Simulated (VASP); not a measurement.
Wanted: the native input for a VASP 6.6.1 run.

```
Task                   : single point
Functional             : revPBE
Potentials or basis    : VASP PAW PBE potentials, release 64 (Ni)
Cutoff                 : 520 eV
k mesh                 : 15 × 15 × 15
Occupations            : fermi-dirac, width 0.1 eV
Spin                   : no spin polarisation
Dipole correction      : no
Further INCAR settings : ALGO = Normal; EDIFF = 1e-06; NBANDS = 11
```

The structure of Ni lies in POSCAR:

```
Ni
1.0
    0.0000000000      1.7692174731      1.7692174731
    1.7692174731      0.0000000000      1.7692174731
    1.7692174731      1.7692174731      0.0000000000
Ni
1
Direct
    0.0000000000      0.0000000000      0.0000000000
```

The input as run:

INCAR

```
SYSTEM = Ni
ALGO = Normal ; EDIFF = 1E-6
ENCUT = 520 ; GGA = RE
ISIF = 2 ; ISMEAR = -1
LASPH = .True. ; LCHARG = .True.
LELF = .True. ; LREAL = .False.
LVHAR = .True. ; LWAVE = .False.
NBANDS = 11 ; NELM = 60
PREC = Accurate ; SIGMA = 0.1
```

KPOINTS

```
k-points
0
Gamma
  15 15 15
  0 0 0
```

Potentials or basis: VASP PAW PBE potentials, release 64 (Ni).

Run with:

```sh
$ cat potpaw_PBE.64/Ni/POTCAR > POTCAR
$ mpirun -np 1 vasp_std > vasp.out
```

It gave:

The pressure is 0.2 GPa. The band gap on the k mesh is zero (band 5 reaches 9.19 eV, above the bottom of band 6 at 8.27 eV).

Caveat: the PAW data sets were made with another functional, which shifts forces and pressure a little; the run has no spin polarisation, though such a crystal can be magnetic.

Wall time 11 s on 1 thread of Intel(R) Xeon(R) Platinum 8375C CPU @ 2.90GHz (Ice Lake), with other jobs on the host, peak memory 0.13 GiB.
